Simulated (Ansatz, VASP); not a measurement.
**ScPt3S: VASP beside Ansatz**

File INCAR:

```
SYSTEM = ScPt3S
PREC = Accurate ; ENCUT = 600
EDIFF = 1E-6 ; ISMEAR = 0
SIGMA = 0.1 ; LREAL = .False.
LASPH = .True. ; NELM = 60
ALGO = Normal ; ISIF = 3
LWAVE = .False. ; LCHARG = .False.
GGA = PE ; IBRION = 2
NSW = 90 ; EDIFFG = -0.04
```

Contents of KPOINTS:

```
Automatic mesh
0
Gamma
  6 6 4
  0 0 0
```

The input POSCAR:

```
ScPt3S
1.0
    4.2542219800      0.0000000000      0.0000000000
   -2.1271109900      3.6842643000      0.0000000000
    0.0000000000      0.0000000000      5.2520295000
Sc Pt S
1 3 1
Direct
    0.3333333300      0.6666666700      0.5000000000
    0.0000000000      0.0000000000      0.7552470000
    0.0000000000      0.0000000000      0.2447530000
    0.6666666700      0.3333333300      0.5000000000
    0.6666666700      0.3333333300      0.0000000000
```

Input for Ansatz:

```yaml
crystal:
  lattice:
    - [4.25422198, 0.0, 0.0]
    - [-2.12711099, 3.6842643, 0.0]
    - [0.0, 0.0, 5.2520295]
  atoms:
    - { symbol: Sc, position: [0.33333333, 0.66666667, 0.5] }
    - { symbol: Pt, position: [0.0, 0.0, 0.755247] }
    - { symbol: Pt, position: [0.0, 0.0, 0.244753] }
    - { symbol: Pt, position: [0.66666667, 0.33333333, 0.5] }
    - { symbol: S, position: [0.66666667, 0.33333333, 0.0] }
basis:
  ecutwfc: 420
kpoints:
  mp_grid: { grid: [6, 6, 4] }
hamiltonian:
  xc: pbe
scf:
  occupations: { method: gaussian, width: 0.1 }
  lower_state_search: "off"
output:
  forces: true
  stress: true
  eigenvalues: true
relax:
  adjacent_minimum: "off"
  f_tol: 0.04
  max_steps: 70
  cell: { stress_tol: 0.4 }
```

Change from the starting cell: species swapped into the GaNi3As type (P-6m2, No. 187).

Alike in both runs: task relaxation of cell and atoms; functional PBE; k mesh 6 × 6 × 4; occupations gaussian, width 0.1 eV; no spin polarisation.

|  | VASP | Ansatz |
| --- | --- | --- |
| version | VASP 6.6.1 | Ansatz 0.2.0 |
| potentials or method | VASP PAW PBE potentials, release 64 (Sc_sv, Pt, S), cutoff 600 eV | scalar-relativistic, plane waves, PAW |
| valence electrons in the cell | 47 | 71 |

|  | VASP | Ansatz | Ansatz less VASP |
| --- | --- | --- | --- |
| gap on the k mesh at the Fermi level, each at its own relaxed structure (eV) | none | none | - |
| relaxed volume (Å³/atom) | 18.64 | 18.66 | +0.019 |
| relaxed cell length with the largest relative difference (Å) | 4.508 | 4.510 | +0.0023 |

A gap of «none» marks a metal or a gap that the smearing closes. VASP's potentials hold 47 valence electrons a cell and Ansatz's 71, so a difference there can come from the potentials and not from the codes.

Neither program's run includes spin-orbit coupling.
